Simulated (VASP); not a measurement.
# CdSe (P1) in VASP: single point with PBE

Aim: the single point of CdSe with PBE.

Program: VASP 6.6.1. These are calculated values, not measurements. Logs are shortened: lines on timing, memory, paths and dates and some standing lists are left out, and cuts for length are marked.

## 1. The cell of the first run

The typed cell holds 16 atoms: a = 8.041 Å, b = 8.041 Å, c = 8.041 Å, α = 60.00°, β = 60.00°, γ = 60.00°.

## 2. Single point, PBE

INCAR reads:

```
SYSTEM = CdSe
ALGO = Normal ; EDIFF = 1E-6
ENCUT = 520 ; GGA = PE
ISIF = 2 ; ISMEAR = -1
LASPH = .True. ; LCHARG = .False.
LREAL = Auto ; LWAVE = .False.
NBANDS = 86 ; NELM = 60
PREC = Accurate ; SIGMA = 0.069
```

KPOINTS reads:

```
k-points
0
Gamma
  2 2 2
  0 0 0
```

POSCAR reads:

```
CdSe
1.0
    0.0000000000      5.6858917471      5.6858917471
    5.6858917471      0.0000000000      5.6858917471
    5.6858917471      5.6858917471      0.0000000000
Cd Se
8 8
Direct
    0.0027369498     -0.0013290791     -0.0058379585
   -0.0086062138      0.0009298453      0.5071315333
    0.0040776365      0.5047990936      0.0015724886
    0.0001679596      0.5016683621      0.4961497907
    0.4978234947      0.0075095520     -0.0068873102
    0.5018750140     -0.0003914953      0.5038506056
    0.5009547537      0.5022080312     -0.0073794054
    0.4954805025      0.4968512637      0.5040800331
    0.2476599208      0.2442242241      0.2544616683
    0.2617639530      0.2490424656      0.7476727819
    0.2474307571      0.7555332903      0.2435170351
    0.2474925768      0.7416787353      0.7545567504
    0.7476342655      0.2503128029      0.2552056150
    0.7563075752      0.2456425592      0.7563744073
    0.7467912139      0.7588517671      0.2418450898
    0.7576832609      0.7430558280      0.7463240928
```

Potentials or basis: VASP PAW PBE potentials, release 64 (Cd, Se).

Command:

```
cat potpaw_PBE.64/Cd/POTCAR potpaw_PBE.64/Se/POTCAR > POTCAR
mpirun -np 1 vasp_std > vasp.out
```

OUTCAR:

```text
SYSTEM = CdSe
   EDIFF = 1E-6
   ENCUT = 520
   GGA = PE
   ISIF = 2
   ISMEAR = -1
   LASPH = .True.
   LREAL = Auto
   NELM = 60
   PREC = Accurate

 ion  position               nearest neighbor table
   1  0.003  0.999  0.994-  14 2.75  11 2.81  15 2.82  12 2.82  10 2.90  13 2.92
   2  0.991  0.001  0.507-  16 2.80  14 2.81  13 2.82   9 2.84  12 2.86  11 2.90
   3  0.004  0.505  0.002-  12 2.73  15 2.81   9 2.82  16 2.85  10 2.90  13 2.91
   4  0.000  0.502  0.496-  16 2.80   9 2.84  14 2.84  11 2.85  15 2.89  10 2.92
   5  0.498  0.008  0.993-  10 2.74  14 2.83  15 2.83   9 2.83  11 2.86  16 2.91
   6  0.502  1.000  0.504-  10 2.81  13 2.82  16 2.83  15 2.86   9 2.86  12 2.91
[... 8 lines left out ...]
  15  0.747  0.759  0.242-   3 2.81   1 2.82   5 2.83   6 2.86   4 2.89   8 2.92
  16  0.758  0.743  0.746-   4 2.80   2 2.80   7 2.83   6 2.83   3 2.85   5 2.91

  LATTYP: Found a face centered cubic cell.
 ALAT       =    11.3717834942

  Lattice vectors:

 A1 = (   0.0000000000,   5.6858917471,   5.6858917471)
 A2 = (   5.6858917471,   0.0000000000,   5.6858917471)
 A3 = (   5.6858917471,   5.6858917471,   0.0000000000)

Analysis of symmetry for initial positions (statically):
=====================================================================
 Subroutine PRICEL returns:
 Original cell was already a primitive cell.

 Routine SETGRP: Setting up the symmetry group for a
 face centered cubic supercell.

 Subroutine GETGRP returns: Found  1 space group operations
 (whereof  1 operations were pure point group operations)
 out of a pool of 48 trial point group operations.

The static configuration has the point symmetry C_1 .

Analysis of symmetry for dynamics (positions and initial velocities):
=====================================================================
 Subroutine PRICEL returns:
 Original cell was already a primitive cell.

 Routine SETGRP: Setting up the symmetry group for a
 face centered cubic supercell.

 Subroutine GETGRP returns: Found  1 space group operations
 (whereof  1 operations were pure point group operations)
 out of a pool of 48 trial point group operations.

The dynamic configuration has the point symmetry C_1 .

 Subroutine INISYM returns: Found  1 space group operations
 (whereof  1 operations are pure point group operations),
 and found     1 'primitive' translations

----------------------------------------------------------------------------------------

                                     Primitive cell

  volume of cell :     367.6425

  direct lattice vectors                    reciprocal lattice vectors
     0.000000000  5.685891747  5.685891747    -0.087936954  0.087936954  0.087936954
     5.685891747  0.000000000  5.685891747     0.087936954 -0.087936954  0.087936954
     5.685891747  5.685891747  0.000000000     0.087936954  0.087936954 -0.087936954

  length of vectors
     8.041065223  8.041065223  8.041065223     0.152311272  0.152311272  0.152311272

  position of ions in fractional coordinates (direct lattice)
     0.002736950  0.998670921  0.994162041
     0.991393786  0.000929845  0.507131533
     0.004077636  0.504799094  0.001572489
     0.000167960  0.501668362  0.496149791
     0.497823495  0.007509552  0.993112690
     0.501875014  0.999608505  0.503850606
[... 8 lines left out ...]
     0.746791214  0.758851767  0.241845090
     0.757683261  0.743055828  0.746324093

  ion indices of the primitive-cell ions
   primitive index   ion index
                 1           1
                 2           2
                 3           3
                 4           4
                 5           5
                 6           6
[... 8 lines left out ...]
                15          15
                16          16

----------------------------------------------------------------------------------------

 KPOINTS: k-points

Automatic generation of k-mesh.
 Grid dimensions read from file:
 generate k-points for:    2    2    2

 Generating k-lattice:

  Cartesian coordinates                     Fractional coordinates (reciprocal lattice)
    -0.043968477  0.043968477  0.043968477     0.500000000  0.000000000  0.000000000
     0.043968477 -0.043968477  0.043968477     0.000000000  0.500000000  0.000000000
     0.043968477  0.043968477 -0.043968477     0.000000000  0.000000000  0.500000000

  Length of vectors
     0.076155636  0.076155636  0.076155636

  Shift w.r.t. Gamma in fractional coordinates (k-lattice)
     0.000000000  0.000000000  0.000000000

 Subroutine IBZKPT returns following result:
 ===========================================

 Found      8 irreducible k-points:

 Following reciprocal coordinates:
            Coordinates               Weight
  0.000000  0.000000  0.000000      1.000000
  0.500000  0.000000  0.000000      1.000000
  0.000000  0.500000  0.000000      1.000000
  0.000000  0.000000  0.500000      1.000000
  0.500000  0.500000  0.500000      1.000000
  0.500000  0.500000  0.000000      1.000000
  0.000000  0.500000  0.500000      1.000000
  0.500000  0.000000  0.500000      1.000000
   k-points           NKPTS =      8   k-points in BZ     NKDIM =      8   number of bands    NBANDS=     86
   number of dos      NEDOS =    301   number of ions     NIONS =     16
   total plane-waves  NPLWV = 216000
   dimension x,y,z NGX =    60 NGY =   60 NGZ =   60
   dimension x,y,z NGXF=   120 NGYF=  120 NGZF=  120
   ions per type =               8   8
   NGX,Y,Z   is equivalent  to a cutoff of  12.40, 12.40, 12.40 a.u.
   NGXF,Y,Z  is equivalent  to a cutoff of  24.81, 24.81, 24.81 a.u.
 SYSTEM =  CdSe
   PREC   = accura    normal or accurate (medium, high low for compatibility)
   ISTART =      0    job   : 0-new  1-cont  2-samecut
   ICHARG =      2    charge: 1-file 2-atom 10-const
   ISPIN  =      1    spin polarized calculation?
   LNONCOLLINEAR =      F non collinear calculations
   LSORBIT =      F    spin-orbit coupling
   LASPH  =      T    aspherical Exc in radial PAW
   ENCUT  =  520.0 eV  38.22 Ry    6.18 a.u.  14.95 14.95 14.95*2*pi/ulx,y,z
   NELM   =     60;   NELMIN=  2; NELMDL= -5     # of ELM steps
   EDIFF  = 0.1E-05   stopping-criterion for ELM
   LREAL  =      T    real-space projection
   EDIFFG = 0.1E-04   stopping-criterion for IOM
   NSW    =      0    number of steps for IOM
   IBRION =     -1    ionic relax: 0-MD 1-quasi-New 2-CG
   NFREE  =      0    steps in history (QN), initial steepest desc. (CG)
   ISIF   =      2    stress and relaxation
   ISYM   =      2    0-nonsym 1-usesym 2-fastsym
   POTIM  = 0.5000    time-step for ionic-motion
   TEBEG  =    0.0;   TEEND  =   0.0 temperature during run
   PSTRESS=    0.0 pullay stress
   NELECT =     144.0000    total number of electrons
   NUPDOWN=      -1.0000    fix difference up-down
   EMIN   =  10.00;   EMAX   =-10.00  energy-range for DOS
   EFERMI =   0.00;   METHOD = LEGACY
   ISMEAR =    -1;   SIGMA  =   0.07  broadening in eV -4-tet -1-fermi 0-gaus
   EFERMI_NEDOS =   21; number of points for ismear=-14 and -15
   IALGO  =     38    algorithm
   IMIX   =      4    mixing-type and parameters
     AMIX     =   0.40;   BMIX     =  1.00
     AMIX_MAG =   1.60;   BMIX_MAG =  1.00
  volume/ion in A,a.u.               =      22.98       155.06
  Fermi-wavevector in a.u.,A,eV,Ry     =   1.197808  2.263528 19.520865  1.434743
  Thomas-Fermi vector in A             =   2.333713
   LORBIT       =      0    0 simple, 1 ext, 2 COOP (PROOUT), +10 PAW based schemes
   GGA     = PE    functional components
   LHFCALC =     F    Hartree Fock is set to
   AEXX    =    0.0000 exact exchange contribution
   IVDW    =     0    specifies the selected vdW correction
   LEPSILON=     F    determine dielectric tensor
   LRPA    =     F    only Hartree local field effects (RPA)
 non-spin polarized calculation
  energy-cutoff  :      520.00
  volume of cell :      367.64
 maximum number of plane-waves:      9922
 NGX is ok and might be reduce to    60
   NGX = 29   NGY = 29   NGZ = 29

 number of electron     144.0000000 magnetization

 Free energy of the ion-electron system (eV)
  ---------------------------------------------------
  ext. energy  EPLUGINS =         0.00000000
  ---------------------------------------------------
  free energy    TOTEN  =       -40.91720566 eV

  energy without entropy =      -40.79303663  energy(sigma->0) =      -40.85512114

 E-fermi :   2.5946     XC(G=0): -10.1448

 val. band max:        2.5730793523   @ k =   0.0000   0.0000   0.0000
 cond. band min:       2.6290724982   @ k =   0.0000   0.0000   0.0000
 fundamental gap:      0.0559931460
 Fermi energy:         2.5946270656

 k-point     1 :       0.0000    0.0000    0.0000
  band No.  band energies     occupation
      1     -10.5446      2.00000
      2      -9.7644      2.00000
      3      -9.7537      2.00000
      4      -9.7198      2.00000
      5      -9.5505      2.00000
      6      -9.5320      2.00000
[... 76 lines left out ...]
     83       7.8100      0.00000
     84       7.8201      0.00000

 k-point     2 :       0.5000    0.0000    0.0000
  band No.  band energies     occupation
      1     -10.1318      2.00000
      2     -10.1113      2.00000
      3      -9.7377      2.00000
      4      -9.7079      2.00000
      5      -9.6381      2.00000
      6      -9.6132      2.00000
[... 511 lines left out ...]
     83       7.6782      0.00000
     84       7.7104      0.00000

 k-point     8 :       0.5000    0.0000    0.5000
  band No.  band energies     occupation
      1     -10.0735      2.00000
      2     -10.0570      2.00000
      3      -9.7539      2.00000
      4      -9.7365      2.00000
      5      -9.6820      2.00000
      6      -9.6711      2.00000
[... 76 lines left out ...]
     83       7.7029      0.00000
     84       7.7203      0.00000
 [bands above 84 left out]

------------------------ aborting loop because EDIFF is reached ----------------------------------------

  FORCE on cell =-STRESS in cart. coord.  units (eV):
  Direction    XX          YY          ZZ          XY          YZ          ZX
  --------------------------------------------------------------------------------------
  -------------------------------------------------------------------------------------
  Total        6.1647539      6.1158847      6.6186022      0.0013355      0.0652138     -0.0339016
  in kB       26.8658492     26.6528782     28.8437091      0.0058199      0.2842003     -0.1477423
  external PRESSURE =      27.4541455 kB  Pullay stress =       0.0000000 kB

 VOLUME and BASIS-vectors are now :
 -----------------------------------------------------------------------------
  energy-cutoff  :      520.00
  volume of cell :      367.64
      direct lattice vectors                 reciprocal lattice vectors
     0.000000000  5.685891747  5.685891747    -0.087936954  0.087936954  0.087936954
     5.685891747  0.000000000  5.685891747     0.087936954 -0.087936954  0.087936954
     5.685891747  5.685891747  0.000000000     0.087936954  0.087936954 -0.087936954

 POSITION                                       TOTAL-FORCE (eV/Angst)
 -----------------------------------------------------------------------------------
     11.33103      5.66826      5.69390         0.199163      0.161285      0.033229
      2.88878      8.52045      5.64224        -0.198232     -0.044180      0.143502
      2.87917      0.03213      2.89342        -0.050440     -0.019807     -0.371361
      5.67349      2.82201      2.85339        -0.075739     -0.033768      0.066597
      5.68943      8.47730      2.87327        -0.031871      0.226925     -0.135140
      8.54851      5.71845      8.53727        -0.112768     -0.091405     -0.004437
[... 8 lines left out ...]
      5.68985      5.62128      8.56092         0.118598      0.003346     -0.312678
      8.46845      8.55162      8.53304        -0.006707     -0.014046     -0.047017
 -----------------------------------------------------------------------------------
    total drift:                                0.010622      0.001645     -0.006137

  FREE ENERGIE OF THE ION-ELECTRON SYSTEM (eV)
  ---------------------------------------------------
  free  energy   TOTEN  =       -40.9172056565 eV

  energy  without entropy=      -40.7930366292  energy(sigma->0) =      -40.85512114
```

Run time: 16 min. Hardware: 1 thread of Intel Xeon 8259CL, shared host; peak memory 0.56 GiB.

Results:

| Quantity | Value |
| --- | --- |
| Free energy | -40.9172 eV |
| Pressure | 2.7 GPa |
| Largest force | 0.375 eV/Å |

Forces in eV/Å, atoms in the order of the input:
```
Cd   0.199  0.161  0.033
Cd  -0.198 -0.044  0.144
Cd  -0.050 -0.020 -0.371
Cd  -0.076 -0.034  0.067
Cd  -0.032  0.227 -0.135
Cd  -0.113 -0.091 -0.004
Cd   0.187  0.209 -0.108
Cd  -0.093 -0.088  0.338
Se   0.227  0.077  0.022
Se   0.011 -0.119 -0.257
Se  -0.087 -0.057 -0.055
Se  -0.147 -0.040  0.341
Se   0.036 -0.112  0.207
Se   0.025 -0.057  0.140
Se   0.119  0.003 -0.313
Se  -0.007 -0.014 -0.047
```

Stress tensor (GPa, compression positive):
```
 2.69  0.00 -0.01
 0.00  2.67  0.03
-0.01  0.03  2.88
```

Caveat: the k points lie up to 0.48 Å⁻¹ apart; the atoms stand as in a frame of molecular dynamics.
